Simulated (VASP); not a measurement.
Input of a VASP 6.6.1 run:

File INCAR:

```
ALGO     = Normal         # electronic algorithm
EDIFF    = 1E-6           # SCF threshold, eV
ENCUT    = 520            # plane-wave cutoff, eV
ISIF     = 2              # what is computed and relaxed
ISMEAR   = -1             # smearing method
LASPH    = T              # aspherical terms in the spheres
LCHARG   = F              # write CHGCAR
LREAL    = F              # projectors in reciprocal space
LWAVE    = F              # write WAVECAR
NBANDS   = 31             # bands
NELM     = 60             # most SCF steps
PREC     = Accurate       # precision mode
SIGMA    = 0.08           # smearing width, eV
```

Contents of KPOINTS:

```
k-points
0
Gamma
  8 8 8
```

The input POSCAR:

```
La3Tl
1.0
    5.0935109104      0.0000000000      0.0000000000
    0.0000000000      5.0935109104      0.0000000000
    0.0000000000      0.0000000000      5.0935109104
La Tl
3 1
Direct
    0.0000000000      0.5000000000      0.5000000000
    0.5000000000      0.0000000000      0.5000000000
    0.5000000000      0.5000000000      0.0000000000
    0.0000000000      0.0000000000      0.0000000000
```

Potentials or basis: VASP PAW LDA potentials, release 64 (La, Tl_d).

Command:

```bash
$ cat potpaw_LDA.64/La/POTCAR potpaw_LDA.64/Tl_d/POTCAR > POTCAR
$ mpirun -np 1 vasp_std > vasp.out
```

Q: What does it give for the band gap on the k mesh?

A: Zero (band 23 reaches 8.15 eV, above the bottom of band 24 at 7.13 eV).

Q: Estimate the pressure.

A: -4.3 GPa.

Caveat: spin-orbit coupling is left out, which moves the levels of the heavy elements.
